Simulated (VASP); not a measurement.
# Ge5S (F-43m) in VASP: further runs, part 2 of 2

VASP 6.6.1.

**3. Single point, PBE**

This run uses another cell than the first one, of 19.94 Å³/atom.

INCAR

```
SYSTEM = Ge5S
  PREC = Accurate
  ENCUT = 500
  EDIFF = 1E-6
  ISMEAR = 0
  SIGMA = 0.1
  LREAL = .FALSE.
  LASPH = .TRUE.
  NELM = 120
  ALGO = Normal
  ISIF = 2
  LWAVE = .FALSE.
  LCHARG = .FALSE.
  GGA = PE
  NBANDS = 47
  GGA_COMPAT = .FALSE.
```

KPOINTS

```
regular mesh
0
G
  8 8 8
  0 0 0
```

POSCAR

```
Ge5S
1.0
    0.0000000000      3.9110353903      3.9110353903
    3.9110353903      0.0000000000      3.9110353903
    3.9110353903      3.9110353903      0.0000000000
Ge S
5 1
Direct
    0.2500000000      0.2500000000      0.2500000000
    0.1246741189      0.6251086270      0.6251086270
    0.6251086270      0.6251086270      0.6251086270
    0.6251086270      0.6251086270      0.1246741189
    0.6251086270      0.1246741189      0.6251086270
    0.0000000000      0.0000000000      0.0000000000
```

Potentials or basis: VASP PAW PBE potentials, release 64 (Ge_d, S).

Started as:

```sh
$ cat potpaw_PBE.64/Ge_d/POTCAR potpaw_PBE.64/S/POTCAR > POTCAR
$ mpirun -np 1 vasp_std > vasp.out
```

OUTCAR:

```text
SYSTEM = Ge5S
   PREC = Accurate
   ENCUT = 500
   EDIFF = 1E-6
   ISMEAR = 0
   LREAL = .FALSE.
   LASPH = .TRUE.
   NELM = 120
   ISIF = 2
   GGA = PE

 ion  position               nearest neighbor table
   1  0.250  0.250  0.250-
   2  0.125  0.625  0.625-   3 2.76   4 2.76   5 2.76   3 2.77   4 2.77   5 2.77
   3  0.625  0.625  0.625-   2 2.76   4 2.76   5 2.76   4 2.77   5 2.77   2 2.77
   4  0.625  0.625  0.125-   2 2.76   3 2.76   5 2.76   3 2.77   5 2.77   2 2.77
   5  0.625  0.125  0.625-   2 2.76   3 2.76   4 2.76   4 2.77   3 2.77   2 2.77
   6  0.000  0.000  0.000-

  LATTYP: Found a face centered cubic cell.
 ALAT       =     7.8220707806

  Lattice vectors:

 A1 = (   0.0000000000,   3.9110353903,   3.9110353903)
 A2 = (   3.9110353903,   0.0000000000,   3.9110353903)
 A3 = (   3.9110353903,   3.9110353903,   0.0000000000)

Analysis of symmetry for initial positions (statically):
=====================================================================
 Subroutine PRICEL returns:
 Original cell was already a primitive cell.

 Routine SETGRP: Setting up the symmetry group for a
 face centered cubic supercell.

 Subroutine GETGRP returns: Found 24 space group operations
 (whereof 24 operations were pure point group operations)
 out of a pool of 48 trial point group operations.

The static configuration has the point symmetry T_d .

Analysis of symmetry for dynamics (positions and initial velocities):
=====================================================================
 Subroutine PRICEL returns:
 Original cell was already a primitive cell.

 Routine SETGRP: Setting up the symmetry group for a
 face centered cubic supercell.

 Subroutine GETGRP returns: Found 24 space group operations
 (whereof 24 operations were pure point group operations)
 out of a pool of 48 trial point group operations.

The dynamic configuration has the point symmetry T_d .

 Subroutine INISYM returns: Found 24 space group operations
 (whereof 24 operations are pure point group operations),
 and found     1 'primitive' translations

----------------------------------------------------------------------------------------

                                     Primitive cell

  volume of cell :     119.6479

  direct lattice vectors                    reciprocal lattice vectors
     0.000000000  3.911035390  3.911035390    -0.127843384  0.127843384  0.127843384
     3.911035390  0.000000000  3.911035390     0.127843384 -0.127843384  0.127843384
     3.911035390  3.911035390  0.000000000     0.127843384  0.127843384 -0.127843384

  length of vectors
     5.531039292  5.531039292  5.531039292     0.221431237  0.221431237  0.221431237

  position of ions in fractional coordinates (direct lattice)
     0.250000000  0.250000000  0.250000000
     0.124674119  0.625108627  0.625108627
     0.625108627  0.625108627  0.625108627
     0.625108627  0.625108627  0.124674119
     0.625108627  0.124674119  0.625108627
     0.000000000  0.000000000  0.000000000

  ion indices of the primitive-cell ions
   primitive index   ion index
                 1           1
                 2           2
                 3           3
                 4           4
                 5           5
                 6           6

[... 27 lines left out ...]
            Coordinates               Weight
  0.000000  0.000000  0.000000      1.000000
  0.125000  0.000000  0.000000      8.000000
  0.250000  0.000000  0.000000      8.000000
  0.375000  0.000000  0.000000      8.000000
  0.500000  0.000000  0.000000      4.000000
  0.125000  0.125000  0.000000      6.000000
[... 16 lines left out ...]
  0.500000  0.250000  0.125000     48.000000
 -0.375000  0.250000  0.125000     24.000000
 [... further k-points ...]
   k-points           NKPTS =     29   k-points in BZ     NKDIM =     29   number of bands    NBANDS=     47
   number of dos      NEDOS =    301   number of ions     NIONS =      6
   total plane-waves  NPLWV =  64000
   dimension x,y,z NGX =    40 NGY =   40 NGZ =   40
   dimension x,y,z NGXF=    80 NGYF=   80 NGZF=   80
   ions per type =               5   1
   NGX,Y,Z   is equivalent  to a cutoff of  12.02, 12.02, 12.02 a.u.
   NGXF,Y,Z  is equivalent  to a cutoff of  24.05, 24.05, 24.05 a.u.
 SYSTEM =  Ge5S
   PREC   = accura    normal or accurate (medium, high low for compatibility)
   ISTART =      0    job   : 0-new  1-cont  2-samecut
   ICHARG =      2    charge: 1-file 2-atom 10-const
   ISPIN  =      1    spin polarized calculation?
   LNONCOLLINEAR =      F non collinear calculations
   LSORBIT =      F    spin-orbit coupling
   LASPH  =      T    aspherical Exc in radial PAW
   ENCUT  =  500.0 eV  36.75 Ry    6.06 a.u.  10.08 10.08 10.08*2*pi/ulx,y,z
   NELM   =    120;   NELMIN=  2; NELMDL= -5     # of ELM steps
   EDIFF  = 0.1E-05   stopping-criterion for ELM
   LREAL  =      F    real-space projection
   EDIFFG = 0.1E-04   stopping-criterion for IOM
   NSW    =      0    number of steps for IOM
   IBRION =     -1    ionic relax: 0-MD 1-quasi-New 2-CG
   NFREE  =      0    steps in history (QN), initial steepest desc. (CG)
   ISIF   =      2    stress and relaxation
   ISYM   =      2    0-nonsym 1-usesym 2-fastsym
   POTIM  = 0.5000    time-step for ionic-motion
   TEBEG  =    0.0;   TEEND  =   0.0 temperature during run
   PSTRESS=    0.0 pullay stress
   NELECT =      76.0000    total number of electrons
   NUPDOWN=      -1.0000    fix difference up-down
   EMIN   =  10.00;   EMAX   =-10.00  energy-range for DOS
   EFERMI =   0.00;   METHOD = LEGACY
   ISMEAR =     0;   SIGMA  =   0.10  broadening in eV -4-tet -1-fermi 0-gaus
   EFERMI_NEDOS =   21; number of points for ismear=-14 and -15
   IALGO  =     38    algorithm
   IMIX   =      4    mixing-type and parameters
     AMIX     =   0.40;   BMIX     =  1.00
     AMIX_MAG =   1.60;   BMIX_MAG =  1.00
  volume/ion in A,a.u.               =      19.94       134.57
  Fermi-wavevector in a.u.,A,eV,Ry     =   1.407271  2.659356 26.945122  1.980411
  Thomas-Fermi vector in A             =   2.529547
   LORBIT       =      0    0 simple, 1 ext, 2 COOP (PROOUT), +10 PAW based schemes
   GGA     = PE    functional components
   LHFCALC =     F    Hartree Fock is set to
   AEXX    =    0.0000 exact exchange contribution
   IVDW    =     0    specifies the selected vdW correction
   LEPSILON=     F    determine dielectric tensor
   LRPA    =     F    only Hartree local field effects (RPA)
 non-spin polarized calculation
 Gauss-broadening in eV      SIGMA  =   0.10
  energy-cutoff  :      500.00
  volume of cell :      119.65
 maximum number of plane-waves:      3071
   NGX = 21   NGY = 21   NGZ = 21

 number of electron      75.9999989 magnetization

 Free energy of the ion-electron system (eV)
  ---------------------------------------------------
  ext. energy  EPLUGINS =         0.00000000
  ---------------------------------------------------
  free energy    TOTEN  =       -23.87269188 eV

  energy without entropy =      -23.86275427  energy(sigma->0) =      -23.86772307

 E-fermi :   5.9591     XC(G=0): -10.8182

 val. band max:        5.9150403548   @ k =  -0.3750   0.5000   0.1250
 cond. band min:       6.0084712932   @ k =   0.3750   0.2500   0.0000
 fundamental gap:      0.0934309384
 Fermi energy:         5.9591498986

 k-point     1 :       0.0000    0.0000    0.0000
  band No.  band energies     occupation
      1     -19.1553      2.00000
      2     -19.1553      2.00000
      3     -19.1533      2.00000
      4     -19.1533      2.00000
      5     -19.1533      2.00000
      6     -18.9594      2.00000
[... 1189 lines left out ...]
     46      10.1248      0.00000
     47      10.8275      0.00000

 [... further k-points ...]

------------------------ aborting loop because EDIFF is reached ----------------------------------------

  FORCE on cell =-STRESS in cart. coord.  units (eV):
  Direction    XX          YY          ZZ          XY          YZ          ZX
  --------------------------------------------------------------------------------------
  -------------------------------------------------------------------------------------
  Total       -0.0277371     -0.0277371     -0.0277371     -0.0000000     -0.0000000     -0.0000000
  in kB       -0.3714213     -0.3714213     -0.3714213     -0.0000000     -0.0000000     -0.0000000
  external PRESSURE =      -0.3714213 kB  Pullay stress =       0.0000000 kB

 VOLUME and BASIS-vectors are now :
 -----------------------------------------------------------------------------
  energy-cutoff  :      500.00
  volume of cell :      119.65
      direct lattice vectors                 reciprocal lattice vectors
     0.000000000  3.911035390  3.911035390    -0.127843384  0.127843384  0.127843384
     3.911035390  0.000000000  3.911035390     0.127843384 -0.127843384  0.127843384
     3.911035390  3.911035390  0.000000000     0.127843384  0.127843384 -0.127843384

 POSITION                                       TOTAL-FORCE (eV/Angst)
 -----------------------------------------------------------------------------------
      1.95552      1.95552      1.95552         0.000000     -0.000000     -0.000000
      4.88964      2.93243      2.93243        -0.000887      0.000887      0.000887
      4.88964      4.88964      4.88964        -0.000887     -0.000887     -0.000887
      2.93243      2.93243      4.88964         0.000887      0.000887     -0.000887
      2.93243      4.88964      2.93243         0.000887     -0.000887      0.000887
      0.00000      0.00000      0.00000         0.000000     -0.000000     -0.000000
 -----------------------------------------------------------------------------------
    total drift:                                0.000000      0.000000     -0.000000

  FREE ENERGIE OF THE ION-ELECTRON SYSTEM (eV)
  ---------------------------------------------------
  free  energy   TOTEN  =       -23.8726918779 eV

  energy  without entropy=      -23.8627542666  energy(sigma->0) =      -23.86772307
```

It took 60 s on 1 thread of Intel Xeon 6975P-C (Granite Rapids), shared host; peak memory 0.29 GiB.

What came out:

```
Free energy            : -23.8727 eV
Pressure               : 0.0 GPa
Band gap on the k mesh : zero (bands 38 and 39 overlap by 1.78 eV)
```

**4. Relaxation of cell and atoms, PBE**

This run uses another cell than the first one, of 19.94 Å³/atom.

INCAR

```
SYSTEM = Ge5S
PREC = Accurate
ENCUT = 500
EDIFF = 1E-7
ISMEAR = 0
SIGMA = 0.1
LREAL = .False.
LASPH = .True.
NELM = 120
ALGO = Normal
ISIF = 3
LWAVE = .False.
LCHARG = .False.
GGA = PE
IBRION = 2
NSW = 100
EDIFFG = -0.01
GGA_COMPAT = .False.
NELMIN = 4
```

KPOINTS

```
regular mesh
0
Gamma
  8 8 8
  0 0 0
```

POSCAR is that of step 3.

Started as:

```sh
$ cat potpaw_PBE.64/Ge_d/POTCAR potpaw_PBE.64/S/POTCAR > POTCAR
$ mpirun -np 1 vasp_std > vasp.out
```

Run time: 58 s. Hardware: 1 thread of Intel Xeon 6975P-C (Granite Rapids), shared host; peak memory 0.29 GiB.

Results (log left out):

```yaml
Free_energy: -23.8727 eV
Pressure_after_relaxing: -0.1 GPa
Band_gap_on_the_k_mesh: zero (bands 38 and 39 overlap by 1.78 eV)
```

Final structure:
```
CELL_PARAMETERS angstrom
0.00000 3.91104 3.91104
3.91104 0.00000 3.91104
3.91104 3.91104 0.00000
ATOMIC_POSITIONS crystal
Ge 0.25000 0.25000 0.25000
Ge 0.12467 0.62511 0.62511
Ge 0.62511 0.62511 0.62511
Ge 0.62511 0.62511 0.12467
Ge 0.62511 0.12467 0.62511
S 0.00000 0.00000 0.00000
```

Levels at points of the mesh, in eV from the Fermi level:
| k point | band 36 | band 37 | band 38 | band 39 | band 40 | band 41 |
| --- | --- | --- | --- | --- | --- | --- |
| (0.00, 0.00, 0.00) | -2.27 | -2.27 | -2.27 | -1.45 | -1.45 | 2.81 |
| (0.50, 0.00, 0.00) | -1.20 | -1.20 | 0.06 | 0.06 | 1.05 | 2.20 |
| (0.50, 0.50, 0.00) | -0.73 | 0.10 | 0.10 | 0.98 | 1.02 | 1.19 |

**5. Relaxation of cell and atoms, PBE**

INCAR

```
SYSTEM = Ge5S
  PREC = Accurate
  ENCUT = 500
  EDIFF = 1E-7
  ISMEAR = 0
  SIGMA = 0.1
  LREAL = .FALSE.
  LASPH = .TRUE.
  NELM = 120
  ALGO = Normal
  ISIF = 3
  LWAVE = .FALSE.
  LCHARG = .FALSE.
  GGA = PE
  IBRION = 2
  NSW = 100
  EDIFFG = -0.01
  GGA_COMPAT = .FALSE.
  NELMIN = 4
```

KPOINTS

```
Automatic mesh
0
G
  8 8 8
  0 0 0
```

POSCAR

```
Ge5S
1.0
    0.0000000000      4.0337732400      4.0337732400
    4.0337732400      0.0000000000      4.0337732400
    4.0337732400      4.0337732400      0.0000000000
Ge S
5 1
Direct
    0.2500000000      0.2500000000      0.2500000000
    0.1295901500      0.6234699500      0.6234699500
    0.6234699500      0.6234699500      0.6234699500
    0.6234699500      0.6234699500      0.1295901500
    0.6234699500      0.1295901500      0.6234699500
    0.0000000000      0.0000000000      0.0000000000
```

Started as:

```sh
$ cat potpaw_PBE.64/Ge_d/POTCAR potpaw_PBE.64/S/POTCAR > POTCAR
$ mpirun -np 1 vasp_std > vasp.out
```

Run time: 4.5 min. Hardware: 1 thread of Intel Xeon 6975P-C (Granite Rapids), shared host; peak memory 0.33 GiB.

The run converged. Its results:

```yaml
Free_energy: -23.8772 eV
Relaxed_volume: 19.93 Å³/atom
Relaxed_cell: a = 5.530 Å, b = 5.530 Å, c = 5.530 Å, α = 60.00°, β = 60.00°, γ = 60.00°
Space_group_after_relaxing_to_0.1_Å: F-43m (No. 216)
Energy_gained_by_relaxing: 31.4 meV/atom
Ionic_steps: 5
Pressure_after_relaxing: 0.1 GPa
Band_gap_on_the_k_mesh: zero (bands 38 and 39 overlap by 1.78 eV)
```

Step by step:
| step | energy change (eV) | largest force (eV/Å) | pressure (GPa) | volume (Å³) |
| --- | --- | --- | --- | --- |
| 1 | 0.0000 | 0.1840 | -4.53 | 131.27 |
| 2 | -0.1831 | 0.2028 | -0.03 | 119.86 |
| 3 | -0.1833 | 0.2023 | 0.10 | 119.59 |
| 4 | -0.1883 | 0.0502 | 0.07 | 119.57 |
| 5 | -0.1886 | 0.0003 | 0.06 | 119.56 |

Final structure:
```cif
data_structure
_symmetry_space_group_name_H-M 'P 1'
_symmetry_Int_Tables_number 1
_cell_length_a 5.5298
_cell_length_b 5.5298
_cell_length_c 5.5298
_cell_angle_alpha 60.000
_cell_angle_beta 60.000
_cell_angle_gamma 60.000
_cell_volume 119.56
loop_
_atom_site_label
_atom_site_type_symbol
_atom_site_fract_x
_atom_site_fract_y
_atom_site_fract_z
_atom_site_occupancy
Ge1 Ge 0.25000 0.25000 0.25000 1
Ge2 Ge 0.12470 0.62510 0.62510 1
Ge3 Ge 0.62510 0.62510 0.62510 1
Ge4 Ge 0.62510 0.62510 0.12470 1
Ge5 Ge 0.62510 0.12470 0.62510 1
S1 S 0.00000 0.00000 0.00000 1
```

Levels at points of the mesh, in eV from the Fermi level:
| k point | band 35 | band 36 | band 37 | band 38 | band 39 | band 40 | band 41 | band 42 |
| --- | --- | --- | --- | --- | --- | --- | --- | --- |
| (0.00, 0.00, 0.00) | -4.26 | -2.27 | -2.27 | -2.27 | -1.45 | -1.45 | 2.82 | 2.82 |
| (0.50, 0.00, 0.00) | -1.77 | -1.20 | -1.20 | 0.06 | 0.06 | 1.05 | 2.20 | 2.36 |
| (0.50, 0.50, 0.00) | -2.04 | -0.73 | 0.10 | 0.10 | 0.98 | 1.02 | 1.20 | 1.44 |

**6. Summary**

| task | cell | k mesh | gap on the mesh (eV) | pressure (GPa) | relaxed volume (Å³/atom) |
| --- | --- | --- | --- | --- | --- |
| single point | a = 5.705 Å, angles 60.0°, 6 atoms, atomic positions A | 4 × 4 × 4 | none | -4.0 | - |
| single point | a = 5.531 Å, angles 60.0°, 6 atoms, atomic positions B | 8 × 8 × 8 | none | 0.0 | - |
| relaxation of cell and atoms | relaxed from a = 5.531 Å, angles 60.0°, 6 atoms, atomic positions B | 8 × 8 × 8 | none | -0.1 | 19.94 |
| relaxation of cell and atoms | relaxed from a = 5.705 Å, angles 60.0°, 6 atoms, atomic positions A | 8 × 8 × 8 | none | 0.1 | 19.93 |

Alike in all rows: level PBE; potentials or basis VASP PAW PBE potentials, release 64 (Ge_d, S); no spin polarisation; cutoff (eV) 500; smearing gaussian 0.1 eV.

Caveats: the cell stands under tension (at least some runs).

Absolute energies hang on the potentials; compare differences alone.

The gap in the log of VASP goes by the Fermi energy; the results here count the filled bands.